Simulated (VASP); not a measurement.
# SiO2 (P6_422) in VASP: a series of runs, part 2 of 2

VASP 6.6.1.

### Step 4. Single point, LDA (strain +0.030 along x and y, -0.015 along z)

Contents of INCAR:

```
PREC = Accurate ; ENCUT = 520
EDIFF = 1E-6 ; ISMEAR = 0
SIGMA = 0.05 ; LREAL = False
LASPH = True ; NELM = 80
ALGO = Normal ; ISIF = 2
LWAVE = False ; LCHARG = False
NBANDS = 34
```

Contents of KPOINTS:

```
regular mesh
0
Gamma
  6 6 4
```

Contents of POSCAR:

```
SiO2
1.0
    5.1898593420      0.0000000000      0.0000000000
   -2.5949296710      4.4945500322      0.0000000000
    0.0000000000      0.0000000000      5.4419821688
Si O
3 6
Direct
    0.0000000000      0.5000000000      0.3333333333
    0.5000000000      0.5000000000      0.6666666667
    0.5000000000      0.0000000000      0.0000000000
    0.5843949021      0.7921974511      0.8333333333
    0.7921974511      0.5843949021      0.5000000000
    0.7921974511      0.2078025489      0.1666666667
    0.4156050979      0.2078025489      0.8333333333
    0.2078025489      0.4156050979      0.5000000000
    0.2078025489      0.7921974511      0.1666666667
```

Potentials or basis: VASP PAW LDA potentials, release 64 (Si, O).

Command:

```console
$ cat potpaw_LDA.64/Si/POTCAR potpaw_LDA.64/O/POTCAR > POTCAR
$ mpirun -np 1 vasp_std > vasp.out
```

OUTCAR:

```text
PREC = Accurate
   ENCUT = 520
   EDIFF = 1E-6
   ISMEAR = 0
   LREAL = False
   LASPH = True
   NELM = 80
   ISIF = 2

 ion  position               nearest neighbor table
   1  0.000  0.500  0.333-   6 1.63   9 1.63   8 1.63   5 1.63
   2  0.500  0.500  0.667-   4 1.63   7 1.63   5 1.63   8 1.63
   3  0.500  0.000  0.000-   4 1.63   7 1.63   6 1.63   9 1.63
   4  0.584  0.792  0.833-   3 1.63   2 1.63
   5  0.792  0.584  0.500-   1 1.63   2 1.63
   6  0.792  0.208  0.167-   1 1.63   3 1.63
   7  0.416  0.208  0.833-   3 1.63   2 1.63
   8  0.208  0.416  0.500-   1 1.63   2 1.63
   9  0.208  0.792  0.167-   1 1.63   3 1.63

  LATTYP: Found a hexagonal cell.
 ALAT       =     5.1898593420
 C/A-ratio  =     1.0485798959

  Lattice vectors:

 A1 = (   5.1898593420,   0.0000000000,   0.0000000000)
 A2 = (  -2.5949296710,   4.4945500322,   0.0000000000)
 A3 = (   0.0000000000,   0.0000000000,   5.4419821688)

Analysis of symmetry for initial positions (statically):
=====================================================================
 Subroutine PRICEL returns:
 Original cell was already a primitive cell.

 Routine SETGRP: Setting up the symmetry group for a
 hexagonal supercell.

 Subroutine GETGRP returns: Found 12 space group operations
 (whereof  4 operations were pure point group operations)
 out of a pool of 24 trial point group operations.

The static configuration has the point symmetry D_2 .
 The point group associated with its full space group is D_6 .

Analysis of symmetry for dynamics (positions and initial velocities):
=====================================================================
 Subroutine PRICEL returns:
 Original cell was already a primitive cell.

 Routine SETGRP: Setting up the symmetry group for a
 hexagonal supercell.

 Subroutine GETGRP returns: Found 12 space group operations
 (whereof  4 operations were pure point group operations)
[... 137 lines left out ...]
   LORBIT       =      0    0 simple, 1 ext, 2 COOP (PROOUT), +10 PAW based schemes
   GGA     = CA    functional components
   LHFCALC =     F    Hartree Fock is set to
   AEXX    =    0.0000 exact exchange contribution
   IVDW    =     0    specifies the selected vdW correction
   LEPSILON=     F    determine dielectric tensor
   LRPA    =     F    only Hartree local field effects (RPA)
 non-spin polarized calculation
 Gauss-broadening in eV      SIGMA  =   0.05
  energy-cutoff  :      520.00
  volume of cell :      126.94
 maximum number of plane-waves:      3464
 NGX is ok and might be reduce to    40
   NGX = 19   NGY = 19   NGZ = 21

 number of electron      48.0000013 magnetization

 Free energy of the ion-electron system (eV)
  ---------------------------------------------------
  ext. energy  EPLUGINS =         0.00000000
  ---------------------------------------------------
  free energy    TOTEN  =       -77.66320077 eV

  energy without entropy =      -77.66320077  energy(sigma->0) =      -77.66320077

 E-fermi :   0.2855     XC(G=0):  -9.1822

 val. band max:        0.0416302752   @ k =   0.5000  -0.0000   0.0000
 cond. band min:       5.2800863748   @ k =   0.0000   0.0000   0.0000
 fundamental gap:      5.2384560996
 Fermi energy:         0.2855223691

 k-point     1 :       0.0000    0.0000    0.0000
  band No.  band energies     occupation
      1     -18.9575      2.00000
      2     -17.4621      2.00000
      3     -17.4621      2.00000
      4     -16.9505      2.00000
      5     -16.9115      2.00000
      6     -16.9115      2.00000
[... 766 lines left out ...]
     33      10.9634      0.00000
     34      10.9928      0.00000

------------------------ aborting loop because EDIFF is reached ----------------------------------------

  FORCE on cell =-STRESS in cart. coord.  units (eV):
  Direction    XX          YY          ZZ          XY          YZ          ZX
  --------------------------------------------------------------------------------------
  -------------------------------------------------------------------------------------
  Total       -6.5575800     -6.5575800     -4.0025333     -0.0000000      0.0000000      0.0000000
  in kB      -82.7666269    -82.7666269    -50.5180543     -0.0000000      0.0000000      0.0000000
  external PRESSURE =     -72.0171027 kB  Pullay stress =       0.0000000 kB

 VOLUME and BASIS-vectors are now :
 -----------------------------------------------------------------------------
  energy-cutoff  :      520.00
  volume of cell :      126.94
      direct lattice vectors                 reciprocal lattice vectors
     5.189859342  0.000000000  0.000000000     0.192683449  0.111245841  0.000000000
    -2.594929671  4.494550032  0.000000000     0.000000000  0.222491683  0.000000000
     0.000000000  0.000000000  5.441982169     0.000000000  0.000000000  0.183756574

 POSITION                                       TOTAL-FORCE (eV/Angst)
 -----------------------------------------------------------------------------------
     -1.29746      2.24728      1.81399        -0.000000      0.000000      0.000000
      1.29746      2.24728      3.62799        -0.000000      0.000000      0.000000
      2.59493      0.00000      0.00000        -0.000000      0.000000      0.000000
      0.97723      3.56057      4.53499        -0.324074     -0.187104      0.000000
      2.59493      2.62659      2.72099        -0.000000     -0.374209      0.000000
      3.57216      0.93398      0.90700        -0.324074      0.187104     -0.000000
      1.61770      0.93398      4.53499         0.324074      0.187104      0.000000
     -0.00000      1.86796      2.72099        -0.000000      0.374209      0.000000
     -0.97723      3.56057      0.90700         0.324074     -0.187104     -0.000000
 -----------------------------------------------------------------------------------
    total drift:                               -0.000000      0.000000     -0.000001

  FREE ENERGIE OF THE ION-ELECTRON SYSTEM (eV)
  ---------------------------------------------------
  free  energy   TOTEN  =       -77.6632007663 eV

  energy  without entropy=      -77.6632007663  energy(sigma->0) =      -77.66320077
```

OSZICAR:

```text
N       E                     dE             d eps       ncg     rms          rms(c)
DAV:   1     0.272101132106E+03    0.27210E+03   -0.24410E+04  1428   0.128E+03
DAV:   2    -0.675447938111E+02   -0.33965E+03   -0.32908E+03  1842   0.296E+02
DAV:   3    -0.874259973355E+02   -0.19881E+02   -0.19787E+02  1816   0.758E+01
DAV:   4    -0.876566721013E+02   -0.23067E+00   -0.23040E+00  1816   0.924E+00
DAV:   5    -0.876602011578E+02   -0.35291E-02   -0.35274E-02  1782   0.112E+00    0.251E+01
DAV:   6    -0.779043348610E+02    0.97559E+01   -0.36672E+01  1680   0.316E+01    0.126E+01
DAV:   7    -0.777673262686E+02    0.13701E+00   -0.10126E+00  1744   0.491E+00    0.436E+00
DAV:   8    -0.776793051902E+02    0.88021E-01   -0.48362E-02  1774   0.155E+00    0.170E+00
DAV:   9    -0.776626415539E+02    0.16664E-01   -0.19422E-02  1776   0.101E+00    0.289E-01
DAV:  10    -0.776632839919E+02   -0.64244E-03   -0.23130E-03  1776   0.248E-01    0.105E-01
DAV:  11    -0.776632000079E+02    0.83984E-04   -0.76050E-04  1776   0.157E-01    0.126E-02
DAV:  12    -0.776632004862E+02   -0.47827E-06   -0.16457E-05  1768   0.230E-02    0.950E-03
DAV:  13    -0.776632007663E+02   -0.28017E-06   -0.58607E-06  1800   0.127E-02
   1 F= -.77663201E+02 E0= -.77663201E+02  d E =-.273007E-13
```

Run time: 37 s. Hardware: 1 thread of Intel Xeon 6975P-C (Granite Rapids), shared host; peak memory 0.23 GiB.

What came out:

```
Free energy            : -77.6632 eV
Pressure               : -7.2 GPa
Largest force          : 0.374 eV/Å
Band gap on the k mesh : 5.24 eV (least direct gap 5.53 eV)
```

Forces on the atoms (eV/Å):
```
Si   0.000  0.000  0.000
Si   0.000  0.000  0.000
Si   0.000  0.000  0.000
O   -0.324 -0.187  0.000
O    0.000 -0.374  0.000
O   -0.324  0.187  0.000
O    0.324  0.187  0.000
O    0.000  0.374  0.000
O    0.324 -0.187  0.000
```

Stress tensor (GPa, compression positive):
```
-8.28  0.00  0.00
 0.00 -8.28  0.00
 0.00  0.00 -5.05
```

Levels at points of the mesh, in eV from the valence-band top:
```csv
k point,band 21,band 22,band 23,band 24,band 25,band 26,band 27,band 28
"(0.00, 0.00, 0.00)",-0.93,-0.47,-0.47,-0.29,5.24,8.50,8.50,8.76
"(0.50, 0.00, 0.00)",-1.11,-0.93,-0.30,0.00,7.21,8.04,8.99,9.16
"(0.00, 0.00, 0.50)",-1.24,-0.21,-0.04,-0.04,7.09,7.09,8.15,9.53
"(0.50, 0.00, 0.50)",-0.90,-0.68,-0.62,-0.40,7.95,8.67,8.91,9.02
```

Caveat: the cell differs from its parent crystal (strain +0.030 along x and y, -0.015 along z); the cell stands under tension.

### Step 5. Single point, LDA (strain +0.015 along x and y, +0.015 along z)

Contents of INCAR:

```
PREC = Accurate
ENCUT = 520
EDIFF = 1E-6
ISMEAR = 0
SIGMA = 0.05
LREAL = F
LASPH = T
NELM = 60
ALGO = Normal
ISIF = 2
LWAVE = F
LCHARG = T
GGA = CA
LELF = T
LVHAR = T
NBANDS = 34
```

Contents of KPOINTS:

```
Automatic mesh
0
Gamma
  6 6 4
```

POSCAR: that of step 4 with these lines changed.

```diff
@@ -2,5 +2,5 @@
 1.0
-    5.1898593420      0.0000000000      0.0000000000
-   -2.5949296710      4.4945500322      0.0000000000
-    0.0000000000      0.0000000000      5.4419821688
+    5.1142788662      0.0000000000      0.0000000000
+   -2.5571394331      4.4290954201      0.0000000000
+    0.0000000000      0.0000000000      5.6077278186
 Si O
```

Command:

```console
$ cat potpaw_LDA.64/Si/POTCAR potpaw_LDA.64/O/POTCAR > POTCAR
$ mpirun -np 1 vasp_std > vasp.out
```

Run time: 42 s. Hardware: 1 thread of Intel Xeon 6975P-C (Granite Rapids), shared host; peak memory 0.22 GiB.

Results (log left out):

- Free energy: -77.6981 eV
- Pressure: -7.2 GPa
- Largest force: 0.326 eV/Å
- Band gap on the k mesh: 5.25 eV (least direct gap 5.43 eV)

Forces on the atoms (eV/Å):
```
Si   0.000  0.000  0.000
Si   0.000  0.000  0.000
Si   0.000  0.000  0.000
O   -0.283 -0.163  0.000
O    0.000 -0.326  0.000
O   -0.283  0.163  0.000
O    0.283  0.163  0.000
O    0.000  0.326  0.000
O    0.283 -0.163  0.000
```

Levels at points of the mesh, in eV from the valence-band top:
```csv
k point,band 21,band 22,band 23,band 24,band 25,band 26,band 27,band 28
"(0.00, 0.00, 0.00)",-0.97,-0.45,-0.45,-0.18,5.25,8.51,8.51,8.77
"(0.50, 0.00, 0.00)",-1.13,-0.96,-0.34,0.00,7.27,8.10,9.16,9.20
"(0.00, 0.00, 0.50)",-1.13,-0.29,0.00,0.00,7.06,7.06,8.05,9.34
"(0.50, 0.00, 0.50)",-0.89,-0.71,-0.68,-0.33,8.01,8.57,8.80,8.96
```

Caveat: the cell differs from its parent crystal (strain +0.015 along x and y, +0.015 along z); the cell stands under tension. A k mesh can miss the band edges.

### Step 6. Summary

| cell | gap on the mesh (eV) | pressure (GPa) | largest force (eV/Å) |
| --- | --- | --- | --- |
| a = 5.190, b = 5.190, c = 5.359 Å, angles 90.0, 90.0, 120.0°, 9 atoms | 5.31 | -4.8 | 0.28 |
| a = 5.114, b = 5.114, c = 5.525 Å, angles 90.0, 90.0, 120.0°, 9 atoms | 5.34 | -4.8 | 0.24 |
| a = 5.190, b = 5.190, c = 5.442 Å, angles 90.0, 90.0, 120.0°, 9 atoms | 5.24 | -7.2 | 0.37 |
| a = 5.114, b = 5.114, c = 5.608 Å, angles 90.0, 90.0, 120.0°, 9 atoms | 5.25 | -7.2 | 0.33 |

Alike in all rows: task single point; level LDA; potentials or basis VASP PAW LDA potentials, release 64 (Si, O); no spin polarisation; k mesh 6 × 6 × 4; cutoff (eV) 520; smearing gaussian 0.05 eV.

Caveats: the cell stands under tension.

Absolute energies hang on the potentials; compare differences alone.
